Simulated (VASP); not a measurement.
Runs of VASP 6.6.1 on Si. The structure is that of space group I4/mmm (No. 139), or close to it. The cells are those of the table. 

| cell | gap on the mesh (eV) | pressure (GPa) |
| --- | --- | --- |
| a = 2.679 Å, angles 104.3, 104.3, 120.3°, 1 atom | none | -1.8 |
| a = 2.599 Å, angles 104.3, 104.3, 120.3°, 1 atom | none | 8.3 |
| a = 2.653 Å, angles 104.3, 104.3, 120.3°, 1 atom | none | 1.0 |
| a = 2.626 Å, angles 104.3, 104.3, 120.3°, 1 atom | none | (b) |
| a = 2.705 Å, angles 104.3, 104.3, 120.3°, 1 atom | none | (a) |

Alike in all rows: task single point; level PBEsol; potentials or basis VASP PAW PBE potentials, release 64 (Si); no spin polarisation; k mesh 14 × 14 × 14; cutoff (eV) 520; smearing fermi-dirac 0.1 eV.

Problem. Estimate the missing entries.

Solution. (a) -4.2; (b) 4.3.

Caveats: the PAW data sets were made with another functional, which shifts forces and pressure a little.

A gap of «none» marks levels without a gap at the run's occupations.
